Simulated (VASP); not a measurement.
# BN (P1) in VASP: settings compared

The runs below take BN through single point, with LDA, PBEsol.

Everything below comes from runs of VASP 6.6.1. Logs are shortened: lines on timing, memory, paths and dates and some standing lists are left out, and cuts for length are marked.

## Step 1: The cell of the first run

The typed cell holds 2 atoms: a = 2.491 Å, b = 2.491 Å, c = 3.252 Å, α = 101.11°, β = 101.11°, γ = 119.81°.

## Step 2: Single point, LDA (volume scaled by 0.98)

Contents of INCAR:

```
ALGO = Normal
EDIFF = 1E-6
ENCUT = 520
GGA = CA
ISIF = 2
ISMEAR = -1
LASPH = True
LCHARG = True
LELF = True
LREAL = False
LVHAR = True
LWAVE = False
NBANDS = 11
NELM = 100
PREC = Accurate
SIGMA = 0.05
```

Contents of KPOINTS:

```
k-points
0
Gamma
  13 13 9
```

Contents of POSCAR:

```
BN
1.0
    2.4912079273      0.0000000000      0.0000000000
   -1.2383433262      2.1616250238      0.0000000000
   -0.6264323005     -1.0808125118      3.0022538854
N B
1 1
Direct
    0.6685060000      0.3323850000      0.9849990000
    0.9796430000      0.9834990000      0.0018060000
```

Potentials or basis: VASP PAW LDA potentials, release 64 (N, B).

The run is started by

```
$ cat potpaw_LDA.64/N/POTCAR potpaw_LDA.64/B/POTCAR > POTCAR
$ mpirun -np 1 vasp_std > vasp.out
```

OUTCAR:

```text
EDIFF = 1E-6
   ENCUT = 520
   GGA = CA
   ISIF = 2
   ISMEAR = -1
   LASPH = True
   LREAL = False
   NELM = 100
   PREC = Accurate

 ion  position               nearest neighbor table
   1  0.669  0.332  0.985-   2 1.39   2 1.43   2 1.51
   2  0.980  0.983  0.002-   1 1.39   1 1.43   1 1.51

  LATTYP: Found a face centered orthorhombic cell.
 ALAT       =     2.4984580149
 B/A-ratio  =     1.7253460764
 C/A-ratio  =     2.4032854405

  Lattice vectors:

 A1 = (  -1.8647756267,   1.0808125120,   3.0022538854)
 A2 = (   0.6264323006,   1.0808125120,   3.0022538854)
 A3 = (  -1.2383433262,   2.1616250238,   0.0000000000)

Analysis of symmetry for initial positions (statically):
=====================================================================
 Subroutine PRICEL returns:
 Original cell was already a primitive cell.

 Routine SETGRP: Setting up the symmetry group for a
 face centered orthorhombic supercell.

 Subroutine GETGRP returns: Found  1 space group operations
 (whereof  1 operations were pure point group operations)
 out of a pool of  8 trial point group operations.

The static configuration has the point symmetry C_1 .

Analysis of symmetry for dynamics (positions and initial velocities):
=====================================================================
 Subroutine PRICEL returns:
 Original cell was already a primitive cell.

 Routine SETGRP: Setting up the symmetry group for a
 face centered orthorhombic supercell.

 Subroutine GETGRP returns: Found  1 space group operations
 (whereof  1 operations were pure point group operations)
 out of a pool of  8 trial point group operations.

The dynamic configuration has the point symmetry C_1 .

 Subroutine INISYM returns: Found  1 space group operations
 (whereof  1 operations are pure point group operations),
 and found     1 'primitive' translations

----------------------------------------------------------------------------------------

                                     Primitive cell

  volume of cell :      16.1673

  direct lattice vectors                    reciprocal lattice vectors
     2.491207927  0.000000000  0.000000000     0.401411696  0.229959169  0.166541545
    -1.238343326  2.161625024  0.000000000     0.000000000  0.462614926  0.166541545
    -0.626432300 -1.080812512  3.002253885     0.000000000  0.000000000  0.333083090

  length of vectors
     2.491207927  2.491207927  3.251784357     0.491679424  0.491679424  0.333083090

  position of ions in fractional coordinates (direct lattice)
     0.668506000  0.332385000  0.984999000
     0.979643000  0.983499000  0.001806000

  ion indices of the primitive-cell ions
   primitive index   ion index
                 1           1
                 2           2

----------------------------------------------------------------------------------------

 KPOINTS: k-points

Automatic generation of k-mesh.
 Grid dimensions read from file:
 generate k-points for:   13   13    9

 Generating k-lattice:

  Cartesian coordinates                     Fractional coordinates (reciprocal lattice)
     0.030877823  0.017689167  0.012810888     0.076923077  0.000000000 -0.000000000
     0.000000000  0.035585764  0.012810888     0.000000000  0.076923077  0.000000000
     0.000000000  0.000000000  0.037009232     0.000000000  0.000000000  0.111111111

  Length of vectors
     0.037821494  0.037821494  0.037009232

  Shift w.r.t. Gamma in fractional coordinates (k-lattice)
     0.000000000  0.000000000  0.000000000

 -----------------------------------------------------------------------------
|                                                                             |
|           W    W    AA    RRRRR   N    N  II  N    N   GGGG   !!!           |
|           W    W   A  A   R    R  NN   N  II  NN   N  G    G  !!!           |
|           W    W  A    A  R    R  N N  N  II  N N  N  G       !!!           |
|           W WW W  AAAAAA  RRRRR   N  N N  II  N  N N  G  GGG   !            |
|           WW  WW  A    A  R   R   N   NN  II  N   NN  G    G                |
|           W    W  A    A  R    R  N    N  II  N    N   GGGG   !!!           |
|                                                                             |
|     Your reciprocal lattice and k-lattice belong to different lattice       |
|     classes:                                                                |
|                                                                             |
|        The reciprocal lattice is body-centered orthorhombic,                |
|        whereas your k-lattice is base-centered monoclinic.                  |
|                                                                             |
|     Results are often still useful ...                                      |
|                                                                             |
 -----------------------------------------------------------------------------

[... 70 lines left out ...]
  energy-cutoff  :      520.00
  volume of cell :       16.17
 maximum number of plane-waves:       449
   NGX =  9   NGY =  9   NGZ = 13

 number of electron       8.0000000 magnetization

 Free energy of the ion-electron system (eV)
  ---------------------------------------------------
  ext. energy  EPLUGINS =         0.00000000
  ---------------------------------------------------
  free energy    TOTEN  =       -19.15598151 eV

  energy without entropy =      -19.15598151  energy(sigma->0) =      -19.15598151

 E-fermi :   4.5192     XC(G=0): -11.1793

 val. band max:        3.5655159686   @ k =   0.3846   0.3846   0.1111
 cond. band min:       6.1832538003   @ k =  -0.4615  -0.4615   0.4444
 fundamental gap:      2.6177378316
 Fermi energy:         4.5192269642

 k-point     1 :       0.0000    0.0000    0.0000
  band No.  band energies     occupation
      1     -14.7444      2.00000
      2      -0.4043      2.00000
      3       0.9988      2.00000
      4       2.6388      2.00000
      5       8.7851      0.00000
      6      13.6879      0.00000
      7      15.8168      0.00000
      8      16.4423      0.00000
      9      18.7205      0.00000
     10      28.8427      0.00000
     11      30.7736      0.00000

 k-point     2 :       0.0769   -0.0000    0.0000
  band No.  band energies     occupation
      1     -14.6155      2.00000
      2      -0.3418      2.00000
      3       0.8074      2.00000
      4       2.0888      2.00000
      5       9.1058      0.00000
      6      13.7763      0.00000
      7      16.0088      0.00000
      8      16.3028      0.00000
      9      19.0114      0.00000
     10      28.5809      0.00000
     11      29.2171      0.00000

 k-point     3 :       0.1538   -0.0000    0.0000
  band No.  band energies     occupation
      1     -14.2346      2.00000
      2      -0.1574      2.00000
      3       0.2821      2.00000
      4       0.7706      2.00000
      5       9.9075      0.00000
      6      13.9382      0.00000
      7      14.9145      0.00000
      8      17.5927      0.00000
      9      19.8090      0.00000
     10      25.8273      0.00000
     11      29.6345      0.00000

 k-point     4 :       0.2308    0.0000   -0.0000
  band No.  band energies     occupation
      1     -13.6223      2.00000
      2      -1.1392      2.00000
      3      -0.1969      2.00000
      4       0.2372      2.00000
      5      10.8365      0.00000
      6      13.2816      0.00000
      7      14.3421      0.00000
      8      19.4796      0.00000
      9      20.8763      0.00000
     10      23.7990      0.00000
     11      28.6876      0.00000
[... 239 lines left out ...]
 k-point    22 :       0.0769    0.1538    0.0000
  band No.  band energies     occupation
      1     -13.8715      2.00000
      2      -1.1272      2.00000
      3       0.0355      2.00000
      4       0.7888      2.00000
      5      10.5998      0.00000
      6      13.7514      0.00000
      7      14.6659      0.00000
      8      17.5673      0.00000
      9      20.9709      0.00000
     10      24.0512      0.00000
     11      29.2833      0.00000

 k-point    23 :       0.1538    0.1538    0.0000
  band No.  band energies     occupation
      1     -13.2707      2.00000
      2      -2.0098      2.00000
      3      -0.4459      2.00000
      4       0.3491      2.00000
      5      11.0847      0.00000
      6      13.2506      0.00000
      7      15.1288      0.00000
      8      18.5654      0.00000
      9      21.3721      0.00000
     10      22.9402      0.00000
     11      28.9037      0.00000

 k-point    24 :       0.2308    0.1538    0.0000
  band No.  band energies     occupation
      1     -12.5020      2.00000
      2      -3.1466      2.00000
      3      -1.5211      2.00000
      4       0.8393      2.00000
      5      10.3279      0.00000
      6      13.8049      0.00000
      7      15.7472      0.00000
      8      19.4008      0.00000
      9      20.6359      0.00000
     10      24.2534      0.00000
     11      28.1668      0.00000

 [... further k-points ...]

------------------------ aborting loop because EDIFF is reached ----------------------------------------

  FORCE on cell =-STRESS in cart. coord.  units (eV):
  Direction    XX          YY          ZZ          XY          YZ          ZX
  --------------------------------------------------------------------------------------
  -------------------------------------------------------------------------------------
  Total       -0.5610481      0.7867644      0.3740072     -0.5673598      0.1254708      0.0571241
  in kB      -55.5997661     77.9682060     37.0640432    -56.2252458     12.4341321      5.6609880
  external PRESSURE =      19.8108277 kB  Pullay stress =       0.0000000 kB

 VOLUME and BASIS-vectors are now :
 -----------------------------------------------------------------------------
  energy-cutoff  :      520.00
  volume of cell :       16.17
      direct lattice vectors                 reciprocal lattice vectors
     2.491207927  0.000000000  0.000000000     0.401411696  0.229959169  0.166541545
    -1.238343326  2.161625024  0.000000000     0.000000000  0.462614926  0.166541545
    -0.626432300 -1.080812512  3.002253885     0.000000000  0.000000000  0.333083090

 POSITION                                       TOTAL-FORCE (eV/Angst)
 -----------------------------------------------------------------------------------
      0.63675     -0.34611      2.95722        -1.720922     -2.154426      0.601672
      1.22145      2.12400      0.00542         1.720922      2.154426     -0.601672
 -----------------------------------------------------------------------------------
    total drift:                               -0.000199     -0.000115     -0.000302

  FREE ENERGIE OF THE ION-ELECTRON SYSTEM (eV)
  ---------------------------------------------------
  free  energy   TOTEN  =       -19.1559815138 eV

  energy  without entropy=      -19.1559815138  energy(sigma->0) =      -19.15598151
```

Wall time 66 s (1 thread of Intel Xeon Platinum 8488C (Sapphire Rapids), shared host); peak memory 0.22 GiB.

Results:

| Property | Result |
| --- | --- |
| Free energy | -19.1560 eV |
| Pressure | 2.0 GPa |
| Largest force | 2.822 eV/Å |
| Band gap on the k mesh | 2.62 eV, indirect (least direct gap 4.44 eV) |

Forces in eV/Å, atoms in the order of the input:
```
N   -1.721 -2.154  0.602
B    1.721  2.154 -0.602
```

Caveat: the cell differs from its parent crystal (volume scaled by 0.98); forces of over 1 eV/Å act on the atoms, so gaps and moduli don't describe the material at rest. A k mesh can miss the band edges.

## Step 3: Single point, PBEsol (volume scaled by 0.98)

Contents of INCAR:

```
SYSTEM = BN
  PREC = Accurate
  ENCUT = 520
  EDIFF = 1E-6
  ISMEAR = -1
  SIGMA = 0.05
  LREAL = .False.
  LASPH = .True.
  NELM = 80
  ALGO = Normal
  ISIF = 2
  LWAVE = .False.
  LCHARG = .False.
  GGA = PS
  NBANDS = 11
```

Contents of KPOINTS:

```
regular mesh
0
Gamma
  13 13 9
  0 0 0
```

POSCAR is that of step 2.

Potentials or basis: VASP PAW PBE potentials, release 64 (N, B).

The run is started by

```
$ cat potpaw_PBE.64/N/POTCAR potpaw_PBE.64/B/POTCAR > POTCAR
$ mpirun -np 1 vasp_std > vasp.out
```

Wall time 61 s (1 thread of Intel Xeon Platinum 8488C (Sapphire Rapids), shared host); peak memory 0.23 GiB.

It converged, with:

| Item | Value |
| --- | --- |
| Free energy | -18.1276 eV |
| Pressure | 7.6 GPa |
| Largest force | 2.865 eV/Å |
| Band gap on the k mesh | 2.69 eV, indirect (least direct gap 4.51 eV) |

Forces in eV/Å, atoms in the order of the input:
```
N   -1.750 -2.196  0.569
B    1.750  2.196 -0.569
```

Stress tensor (GPa, compression positive):
```
 1.40 -6.03  0.59
-6.03 15.72  1.26
 0.59  1.26  5.55
```

Levels at points of the mesh, in eV from the valence-band top:
```tsv
k point	band 2	band 3	band 4	band 5	band 6	band 7
(0.00, 0.00, 0.00)	-3.96	-2.53	-0.89	5.26	10.21	12.32
```

Caveat: the cell differs from its parent crystal (volume scaled by 0.98); the PAW data sets were made with another functional, which shifts forces and pressure a little.

## Step 4: Single point, LDA

This run uses another cell than the first one, of 8.25 Å³/atom, 1.020 times its volume.

Contents of INCAR:

```
SYSTEM = BN
PREC = Accurate ; ENCUT = 520
EDIFF = 1E-6 ; ISMEAR = -1
SIGMA = 0.05 ; LREAL = .FALSE.
LASPH = .TRUE. ; NELM = 100
ALGO = Normal ; ISIF = 2
LWAVE = .FALSE. ; LCHARG = .TRUE.
LELF = .TRUE. ; LVHAR = .TRUE.
NBANDS = 11
```

Contents of KPOINTS:

```
regular mesh
0
G
  13 13 9
  0 0 0
```

Contents of POSCAR:

```
BN
1.0
    2.5080409239      0.0000000000      0.0000000000
   -1.2467107647      2.1762310413      0.0000000000
   -0.6306650796     -1.0881155206      3.0225400000
N B
1 1
Direct
    0.6685060000      0.3323850000      0.9849990000
    0.9796430000      0.9834990000      0.0018060000
```

Potentials or basis: VASP PAW LDA potentials, release 64 (N, B).

The run is started by

```
$ cat potpaw_LDA.64/N/POTCAR potpaw_LDA.64/B/POTCAR > POTCAR
$ mpirun -np 1 vasp_std > vasp.out
```

Run time: 60 s. Hardware: 1 thread of Intel Xeon Platinum 8488C (Sapphire Rapids), shared host; peak memory 0.23 GiB.

The run converged. Its results:

```
Free energy            : -19.1547 eV
Pressure               : -3.5 GPa
Largest force          : 2.698 eV/Å
Band gap on the k mesh : 2.63 eV, indirect (least direct gap 4.39 eV)
```

Forces on the atoms (eV/Å):
```
N   -1.639 -2.053  0.616
B    1.639  2.053 -0.616
```

Stress tensor (GPa, compression positive):
```
-12.63  -4.85   0.53
 -4.85  -1.05   1.17
  0.53   1.17   3.17
```

Levels at points of the mesh, in eV from the valence-band top:
```tsv
k point	band 2	band 3	band 4	band 5	band 6	band 7
(0.00, 0.00, 0.00)	-3.90	-2.57	-0.95	5.16	9.98	12.09
```

Caveat: forces of over 1 eV/Å act on the atoms, so gaps and moduli don't describe the material at rest. A k mesh can miss the band edges.

## Step 5: Single point, PBEsol

This run uses another cell than the first one, of 8.25 Å³/atom, 1.020 times its volume.

Contents of INCAR:

```
ALGO = Normal
EDIFF = 1E-6
ENCUT = 520
GGA = PS
ISIF = 2
ISMEAR = -1
LASPH = True
LCHARG = True
LELF = True
LREAL = False
LVHAR = True
LWAVE = False
NBANDS = 11
NELM = 60
PREC = Accurate
SIGMA = 0.05
```

Contents of KPOINTS:

```
k-points
0
Gamma
  13 13 9
```

POSCAR is that of step 4.

Potentials or basis: VASP PAW PBE potentials, release 64 (N, B).

The run is started by

```
$ cat potpaw_PBE.64/N/POTCAR potpaw_PBE.64/B/POTCAR > POTCAR
$ mpirun -np 1 vasp_std > vasp.out
```

Wall time 64 s (1 thread of Intel Xeon Platinum 8488C (Sapphire Rapids), shared host); peak memory 0.23 GiB.

Results (log left out):

```yaml
Free_energy: -18.1376 eV
Pressure: 1.9 GPa
Largest_force: 2.739 eV/Å
Band_gap_on_the_k_mesh: 2.70 eV, indirect (least direct gap 4.47 eV)
```

Forces in eV/Å, atoms in the order of the input:
```
N   -1.667 -2.093  0.584
B    1.667  2.093 -0.584
```

Stress tensor (GPa, compression positive):
```
-5.90 -5.24  0.55
-5.24  6.61  1.19
 0.55  1.19  4.97
```

Levels at points of the mesh, in eV from the valence-band top:
```tsv
k point	band 1	band 2	band 3	band 4	band 5	band 6	band 7	band 8
(0.00, 0.00, 0.00)	-18.33	-3.89	-2.53	-0.91	5.20	10.07	12.15	12.79
```

Caveat: the PAW data sets were made with another functional, which shifts forces and pressure a little. A hybrid or GW would open this gap; PBEsol tends to underestimate it.

## Step 6: Single point, LDA (volume scaled by 1.02)

Contents of INCAR:

```
SYSTEM = BN
ALGO     = Normal         ! electronic algorithm
EDIFF    = 1E-6           ! SCF threshold, eV
ENCUT    = 520            ! plane-wave cutoff, eV
GGA      = CA             ! functional
ISIF     = 2              ! what is computed and relaxed
ISMEAR   = -1             ! smearing method
LASPH    = .TRUE.         ! aspherical terms in the spheres
LCHARG   = .TRUE.         ! write CHGCAR
LELF     = .TRUE.         ! ELF
LREAL    = .FALSE.        ! projectors in reciprocal space
LVHAR    = .TRUE.       
LWAVE    = .FALSE.        ! write WAVECAR
NBANDS   = 11             ! bands
NELM     = 60             ! most SCF steps
PREC     = Accurate       ! precision mode
SIGMA    = 0.05           ! smearing width, eV
```

Contents of KPOINTS:

```
k-points
0
G
  13 13 9
  0 0 0
```

Contents of POSCAR:

```
BN
1.0
    2.5246509505      0.0000000000      0.0000000000
   -1.2549673680      2.1906435874      0.0000000000
   -0.6348417913     -1.0953217937      3.0425574046
N B
1 1
Direct
    0.6685060000      0.3323850000      0.9849990000
    0.9796430000      0.9834990000      0.0018060000
```

Potentials or basis: VASP PAW LDA potentials, release 64 (N, B).

The run is started by

```
$ cat potpaw_LDA.64/N/POTCAR potpaw_LDA.64/B/POTCAR > POTCAR
$ mpirun -np 1 vasp_std > vasp.out
```

Wall time 78 s (1 thread of Intel Xeon Platinum 8488C (Sapphire Rapids), shared host); peak memory 0.23 GiB.

Results (log left out):

* Free energy: -19.1426 eV
* Pressure: -8.5 GPa
* Largest force: 2.580 eV/Å
* Band gap on the k mesh: 2.64 eV, indirect (least direct gap 4.35 eV)

Forces on the atoms (eV/Å):
```
N   -1.560 -1.957  0.628
B    1.560  1.957 -0.628
```

Stress tensor (GPa, compression positive):
```
-19.08  -4.12   0.49
 -4.12  -9.13   1.11
  0.49   1.11   2.68
```

Levels at points of the mesh, in eV from the valence-band top:
| k point | band 2 | band 3 | band 4 | band 5 | band 6 | band 7 |
| --- | --- | --- | --- | --- | --- | --- |
| (0.00, 0.00, 0.00) | -3.83 | -2.57 | -0.96 | 5.10 | 9.83 | 11.93 |

Caveat: the cell differs from its parent crystal (volume scaled by 1.02); forces of over 1 eV/Å act on the atoms, so gaps and moduli don't describe the material at rest. A k mesh can miss the band edges.

## Step 7: The runs side by side

```csv
level,potentials or basis,cell,gap on the mesh (eV),pressure (GPa),largest force (eV/Å)
LDA,"VASP PAW LDA potentials, release 64 (N, B)","a = 2.491, b = 2.491, c = 3.252 Å, angles 101.1, 101.1, 119.8°, 2 atoms",2.62,2.0,2.82
PBEsol,"VASP PAW PBE potentials, release 64 (N, B)","a = 2.491, b = 2.491, c = 3.252 Å, angles 101.1, 101.1, 119.8°, 2 atoms",2.69,7.6,2.86
LDA,"VASP PAW LDA potentials, release 64 (N, B)","a = 2.508, b = 2.508, c = 3.274 Å, angles 101.1, 101.1, 119.8°, 2 atoms",2.63,-3.5,2.70
PBEsol,"VASP PAW PBE potentials, release 64 (N, B)","a = 2.508, b = 2.508, c = 3.274 Å, angles 101.1, 101.1, 119.8°, 2 atoms",2.70,1.9,2.74
LDA,"VASP PAW LDA potentials, release 64 (N, B)","a = 2.525, b = 2.525, c = 3.295 Å, angles 101.1, 101.1, 119.8°, 2 atoms",2.64,-8.5,2.58
```

Alike in all rows: task single point; no spin polarisation; k mesh 13 × 13 × 9; cutoff (eV) 520; smearing fermi-dirac 0.05 eV.

Caveats: forces of over 1 eV/Å act on the atoms, so gaps and moduli don't describe the material at rest (some runs); the PAW data sets were made with another functional, which shifts forces and pressure a little (some runs).

Total energies depend on the potentials used, so only differences within one code and one set of settings carry meaning.
